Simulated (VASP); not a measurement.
Wanted: the native input for a VASP 6.6.1 run.

- Task: relaxation of cell and atoms
- Functional: PBE
- Potentials or basis: VASP PAW PBE potentials, release 64 (Ir)
- Cutoff: 600 eV
- k mesh: 11 × 11 × 6
- Occupations: fermi-dirac, width 0.05 eV
- Spin: no spin polarisation
- Dipole correction: no
- Further INCAR settings: ALGO = Normal; EDIFF = 1e-06; IBRION = 2; EDIFFG = -0.02; NSW = 80; ISIF = 3

The structure of Ir lies in POSCAR:

```
Ir
1.0
    2.7100000000      0.0000000000      0.0000000000
   -1.3550000000      2.3469288443      0.0000000000
    0.0000000000      0.0000000000      4.4254300000
Ir
2
Direct
    0.3333333333      0.6666666667      0.2500000000
    0.6666666667      0.3333333333      0.7500000000
```

These files were run (other wordings do the same):

INCAR

```
ALGO = Normal
EDIFF = 1E-6
EDIFFG = -0.02
ENCUT = 600
GGA = PE
IBRION = 2
ISIF = 3
ISMEAR = -1
LASPH = True
LCHARG = False
LREAL = False
LWAVE = False
NELM = 100
NSW = 80
PREC = Accurate
SIGMA = 0.05
```

KPOINTS

```
k-points
0
Gamma
  11 11 6
```

Potentials or basis: VASP PAW PBE potentials, release 64 (Ir).

Launch:

```console
$ cat potpaw_PBE.64/Ir/POTCAR > POTCAR
$ mpirun -np 1 vasp_std > vasp.out
```

Results of the run:

- Relaxed volume: 14.59 Å³/atom
- Relaxed cell: a = 2.750 Å, b = 2.750 Å, c = 4.456 Å, α = 90.00°, β = 90.00°, γ = 120.00°
- Space group after relaxing (to 0.05 Å): P6_3/mmc (No. 194)
- Energy gained by relaxing: 22.1 meV/atom
- Ionic steps: 9
- Pressure after relaxing: 0.0 GPa
- Band gap on the k mesh: zero (band 9 reaches 10.90 eV, above the bottom of band 10 at 7.81 eV)

Caveat: spin-orbit coupling is left out, which moves the levels of the heavy elements.

Wall time 95 s on 1 thread of Intel(R) Xeon(R) Platinum 8259CL CPU @ 2.50GHz (Skylake/Cascade Lake), on a shared host, peak memory 0.18 GiB.
